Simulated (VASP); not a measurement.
# C (P6_3/mmc) in VASP: a series of runs, part 2 of 2

VASP 6.6.1.

## 5. Single point, LDA

This run uses another cell than the first one, of 5.67 Å³/atom.

INCAR

```
SYSTEM = C
ALGO = Normal
EDIFF = 1E-7
ENCUT = 520
GGA = CA
ISIF = 2
ISMEAR = -1
LASPH = .TRUE.
LCHARG = .TRUE.
LELF = .TRUE.
LREAL = .FALSE.
LVHAR = .TRUE.
LWAVE = .FALSE.
NBANDS = 26
NELM = 80
PREC = Accurate
SIGMA = 0.05
```

KPOINTS

```
k-points
0
G
  12 12 4
  0 0 0
```

POSCAR

```
C
1.0
    2.5221000000      0.0000000000      0.0000000000
   -1.2610500000      2.1842026709      0.0000000000
    0.0000000000      0.0000000000      8.2371000000
C
8
Direct
    0.6666666667      0.3333333333      0.8437500000
    0.3333333333      0.6666666667      0.3437500000
    0.6666666667      0.3333333333      0.6562500000
    0.3333333333      0.6666666667      0.1562500000
    0.0000000000      0.0000000000      0.9062500000
    0.0000000000      0.0000000000      0.4062500000
    0.0000000000      0.0000000000      0.5937500000
    0.0000000000      0.0000000000      0.0937500000
```

Potentials or basis: VASP PAW LDA potentials, release 64 (C).

Launch:

```console
cat potpaw_LDA.64/C/POTCAR > POTCAR
mpirun -np 1 vasp_std > vasp.out
```

OUTCAR:

```text
SYSTEM = C
   EDIFF = 1E-7
   ENCUT = 520
   GGA = CA
   ISIF = 2
   ISMEAR = -1
   LASPH = .TRUE.
   LREAL = .FALSE.
   NELM = 80
   PREC = Accurate

 ion  position               nearest neighbor table
   1  0.667  0.333  0.844-   3 1.54   5 1.54   5 1.54   5 1.54
   2  0.333  0.667  0.344-   4 1.54   6 1.54   6 1.54   6 1.54
   3  0.667  0.333  0.656-   1 1.54   7 1.54   7 1.54   7 1.54
   4  0.333  0.667  0.156-   2 1.54   8 1.54   8 1.54   8 1.54
   5  0.000  0.000  0.906-   8 1.54   1 1.54   1 1.54   1 1.54
   6  0.000  0.000  0.406-   7 1.54   2 1.54   2 1.54   2 1.54
   7  0.000  0.000  0.594-   6 1.54   3 1.54   3 1.54   3 1.54
   8  0.000  0.000  0.094-   5 1.54   4 1.54   4 1.54   4 1.54

  LATTYP: Found a hexagonal cell.
 ALAT       =     2.5221000000
 C/A-ratio  =     3.2659688355

  Lattice vectors:

 A1 = (   2.5221000000,   0.0000000000,   0.0000000000)
 A2 = (  -1.2610500000,   2.1842026709,   0.0000000000)
 A3 = (   0.0000000000,   0.0000000000,   8.2371000000)

Analysis of symmetry for initial positions (statically):
=====================================================================
 Subroutine PRICEL returns:
 Original cell was already a primitive cell.

 Routine SETGRP: Setting up the symmetry group for a
 hexagonal supercell.

 Subroutine GETGRP returns: Found 24 space group operations
 (whereof 12 operations were pure point group operations)
 out of a pool of 24 trial point group operations.

The static configuration has the point symmetry D_3d.
 The point group associated with its full space group is D_6h.

Analysis of symmetry for dynamics (positions and initial velocities):
=====================================================================
 Subroutine PRICEL returns:
 Original cell was already a primitive cell.

 Routine SETGRP: Setting up the symmetry group for a
 hexagonal supercell.

 Subroutine GETGRP returns: Found 24 space group operations
 (whereof 12 operations were pure point group operations)
 out of a pool of 24 trial point group operations.

The dynamic configuration has the point symmetry D_3d.
 The point group associated with its full space group is D_6h.

 Subroutine INISYM returns: Found 24 space group operations
 (whereof 12 operations are pure point group operations),
 and found     1 'primitive' translations

----------------------------------------------------------------------------------------

                                     Primitive cell

  volume of cell :      45.3764

  direct lattice vectors                    reciprocal lattice vectors
     2.522100000  0.000000000  0.000000000     0.396494984  0.228916486  0.000000000
    -1.261050000  2.184202671  0.000000000     0.000000000  0.457832972  0.000000000
     0.000000000  0.000000000  8.237100000     0.000000000  0.000000000  0.121401950

  length of vectors
     2.522100000  2.522100000  8.237100000     0.457832972  0.457832972  0.121401950

  position of ions in fractional coordinates (direct lattice)
     0.666666667  0.333333333  0.843750000
     0.333333333  0.666666667  0.343750000
     0.666666667  0.333333333  0.656250000
     0.333333333  0.666666667  0.156250000
     0.000000000  0.000000000  0.906250000
     0.000000000  0.000000000  0.406250000
[... 46 lines left out ...]
  0.333333  0.000000  0.000000      6.000000
  0.416667  0.000000  0.000000      6.000000
[... 16 lines left out ...]
  0.250000  0.000000  0.250000     12.000000
  0.333333  0.000000  0.250000     12.000000
 [... further k-points ...]
   k-points           NKPTS =     57   k-points in BZ     NKDIM =     57   number of bands    NBANDS=     26
   number of dos      NEDOS =    301   number of ions     NIONS =      8
   total plane-waves  NPLWV =  25600
   dimension x,y,z NGX =    20 NGY =   20 NGZ =   64
   dimension x,y,z NGXF=    40 NGYF=   40 NGZF=  128
   ions per type =               8
   NGX,Y,Z   is equivalent  to a cutoff of  13.18, 13.18, 12.92 a.u.
   NGXF,Y,Z  is equivalent  to a cutoff of  26.37, 26.37, 25.83 a.u.
 SYSTEM =  C
   PREC   = accura    normal or accurate (medium, high low for compatibility)
   ISTART =      0    job   : 0-new  1-cont  2-samecut
   ICHARG =      2    charge: 1-file 2-atom 10-const
   ISPIN  =      1    spin polarized calculation?
   LNONCOLLINEAR =      F non collinear calculations
   LSORBIT =      F    spin-orbit coupling
   LASPH  =      T    aspherical Exc in radial PAW
   ENCUT  =  520.0 eV  38.22 Ry    6.18 a.u.   4.69  4.69 15.32*2*pi/ulx,y,z
   NELM   =     80;   NELMIN=  2; NELMDL= -5     # of ELM steps
   EDIFF  = 0.1E-06   stopping-criterion for ELM
   LREAL  =      F    real-space projection
   EDIFFG = 0.1E-05   stopping-criterion for IOM
   NSW    =      0    number of steps for IOM
   IBRION =     -1    ionic relax: 0-MD 1-quasi-New 2-CG
   NFREE  =      0    steps in history (QN), initial steepest desc. (CG)
   ISIF   =      2    stress and relaxation
   ISYM   =      2    0-nonsym 1-usesym 2-fastsym
   POTIM  = 0.5000    time-step for ionic-motion
   TEBEG  =    0.0;   TEEND  =   0.0 temperature during run
   PSTRESS=    0.0 pullay stress
   NELECT =      32.0000    total number of electrons
   NUPDOWN=      -1.0000    fix difference up-down
   EMIN   =  10.00;   EMAX   =-10.00  energy-range for DOS
   EFERMI =   0.00;   METHOD = LEGACY
   ISMEAR =    -1;   SIGMA  =   0.05  broadening in eV -4-tet -1-fermi 0-gaus
   EFERMI_NEDOS =   21; number of points for ismear=-14 and -15
   IALGO  =     38    algorithm
   IMIX   =      4    mixing-type and parameters
     AMIX     =   0.40;   BMIX     =  1.00
     AMIX_MAG =   1.60;   BMIX_MAG =  1.00
  volume/ion in A,a.u.               =       5.67        38.28
  Fermi-wavevector in a.u.,A,eV,Ry     =   1.457186  2.753682 28.890486  2.123391
  Thomas-Fermi vector in A             =   2.574017
   LORBIT       =      0    0 simple, 1 ext, 2 COOP (PROOUT), +10 PAW based schemes
   GGA     = CA    functional components
   LHFCALC =     F    Hartree Fock is set to
   AEXX    =    0.0000 exact exchange contribution
   IVDW    =     0    specifies the selected vdW correction
   LEPSILON=     F    determine dielectric tensor
   LRPA    =     F    only Hartree local field effects (RPA)
 non-spin polarized calculation
  energy-cutoff  :      520.00
  volume of cell :       45.38
 maximum number of plane-waves:      1242
 NGX is ok and might be reduce to    20
   NGX =  9   NGY =  9   NGZ = 31

 number of electron      31.9999994 magnetization

 Free energy of the ion-electron system (eV)
  ---------------------------------------------------
  ext. energy  EPLUGINS =         0.00000000
  ---------------------------------------------------
  free energy    TOTEN  =       -80.85144738 eV

  energy without entropy =      -80.85144738  energy(sigma->0) =      -80.85144738

 E-fermi :  10.8517     XC(G=0): -13.4964

 val. band max:        9.8607770380   @ k =   0.0000   0.0000   0.0000
 cond. band min:      14.2344582962   @ k =   0.4167   0.0000   0.0000
 fundamental gap:      4.3736812582
 Fermi energy:        10.8516615788

 k-point     1 :       0.0000    0.0000    0.0000
  band No.  band energies     occupation
      1     -11.6075      2.00000
      2      -9.9139      2.00000
      3      -9.8642      2.00000
      4      -5.7323      2.00000
      5      -3.6542      2.00000
      6       3.1791      2.00000
[... 685 lines left out ...]
     25      20.2210      0.00000
     26      22.1476      0.00000

 [... further k-points ...]

------------------------ aborting loop because EDIFF is reached ----------------------------------------

  FORCE on cell =-STRESS in cart. coord.  units (eV):
  Direction    XX          YY          ZZ          XY          YZ          ZX
  --------------------------------------------------------------------------------------
  -------------------------------------------------------------------------------------
  Total       -4.3205011     -4.3205011     -0.7854867      0.0000000     -0.0000000      0.0000000
  in kB     -152.5510253   -152.5510253    -27.7344672      0.0000000     -0.0000000      0.0000000
  external PRESSURE =    -110.9455059 kB  Pullay stress =       0.0000000 kB

 VOLUME and BASIS-vectors are now :
 -----------------------------------------------------------------------------
  energy-cutoff  :      520.00
  volume of cell :       45.38
      direct lattice vectors                 reciprocal lattice vectors
     2.522100000  0.000000000  0.000000000     0.396494984  0.228916486  0.000000000
    -1.261050000  2.184202671  0.000000000     0.000000000  0.457832972  0.000000000
     0.000000000  0.000000000  8.237100000     0.000000000  0.000000000  0.121401950

 POSITION                                       TOTAL-FORCE (eV/Angst)
 -----------------------------------------------------------------------------------
      1.26105      0.72807      6.95005         0.000000      0.000000      0.326128
     -0.00000      1.45614      2.83150         0.000000     -0.000000      0.326128
      1.26105      0.72807      5.40560         0.000000     -0.000000     -0.326128
     -0.00000      1.45614      1.28705        -0.000000     -0.000000     -0.326128
      0.00000      0.00000      7.46487        -0.000000     -0.000000      0.331642
      0.00000      0.00000      3.34632        -0.000000      0.000000      0.331642
      0.00000      0.00000      4.89078        -0.000000     -0.000000     -0.331642
      0.00000      0.00000      0.77223        -0.000000      0.000000     -0.331642
 -----------------------------------------------------------------------------------
    total drift:                               -0.000000      0.000000      0.000000

  FREE ENERGIE OF THE ION-ELECTRON SYSTEM (eV)
  ---------------------------------------------------
  free  energy   TOTEN  =       -80.8514473804 eV

  energy  without entropy=      -80.8514473804  energy(sigma->0) =      -80.85144738
```

Run time: 80 s. Hardware: 1 thread of Intel Xeon 8259CL, shared host; peak memory 0.17 GiB.

What came out:

- Free energy: -80.8514 eV
- Pressure: -11.1 GPa
- Largest force: 0.332 eV/Å
- Band gap on the k mesh: 4.37 eV (least direct gap 5.13 eV)

Forces on the atoms (eV/Å):
```
C    0.000  0.000  0.326
C    0.000  0.000  0.326
C    0.000  0.000 -0.326
C    0.000  0.000 -0.326
C    0.000  0.000  0.332
C    0.000  0.000  0.332
C    0.000  0.000 -0.332
C    0.000  0.000 -0.332
```

Stress tensor (GPa, compression positive):
```
-15.26   0.00   0.00
  0.00 -15.26   0.00
  0.00   0.00  -2.77
```

Levels at points of the mesh, in eV from the valence-band top:
| k point | band 14 | band 15 | band 16 | band 17 | band 18 | band 19 |
| --- | --- | --- | --- | --- | --- | --- |
| (0.00, 0.00, 0.00) | -0.22 | 0.00 | 0.00 | 5.13 | 5.13 | 5.66 |
| (0.50, 0.00, 0.00) | -4.52 | -3.70 | -2.92 | 4.42 | 5.57 | 5.80 |
| (0.00, 0.00, 0.50) | -0.67 | -0.67 | -0.67 | 5.92 | 5.92 | 5.92 |
| (0.50, 0.00, 0.50) | -4.71 | -3.65 | -3.65 | 4.77 | 4.77 | 7.01 |

Caveat: the stress differs along the axes, from -15 to -3 GPa. A hybrid or GW would open this gap; LDA tends to underestimate it.

## 6. Overview

| task | level | potentials or basis | cell | cutoff (eV) | gap on the mesh (eV) | pressure (GPa) | largest force (eV/Å) |
| --- | --- | --- | --- | --- | --- | --- | --- |
| single point | r2SCAN+D4 | VASP PAW PBE potentials, release 64 (C) | a = 2.572, b = 2.572, c = 8.399 Å, angles 90.0, 90.0, 120.0°, 8 atoms | 520 | 4.47 | -26.2 | 0.32 |
| relaxation of cell and atoms | RPBE+D4 | VASP PAW PBE potentials, release 64 (C) | relaxed from a = 2.522, b = 2.522, c = 8.237 Å, angles 90.0, 90.0, 120.0°, 8 atoms | 600 | 4.57 | 0.0 | - |
| single point | PBE | VASP PAW PBE potentials, release 64 (C) | a = 2.471, b = 2.471, c = 8.069 Å, angles 90.0, 90.0, 120.0°, 8 atoms | 520 | 4.56 | 33.8 | 0.37 |
| single point | LDA | VASP PAW LDA potentials, release 64 (C) | a = 2.522, b = 2.522, c = 8.237 Å, angles 90.0, 90.0, 120.0°, 8 atoms | 520 | 4.37 | -11.1 | 0.33 |

Alike in all rows: no spin polarisation; k mesh 12 × 12 × 4; smearing fermi-dirac 0.05 eV.

Caveats: the PAW data sets were made with another functional, which shifts forces and pressure a little (at least some runs); the stress differs along the axes, from -30 to -19 GPa (at least some runs); the stress differs along the axes, from 29 to 43 GPa (at least some runs); the stress differs along the axes, from -15 to -3 GPa (at least some runs).

Total energies depend on the potentials used, so only differences within one code and one set of settings carry meaning.
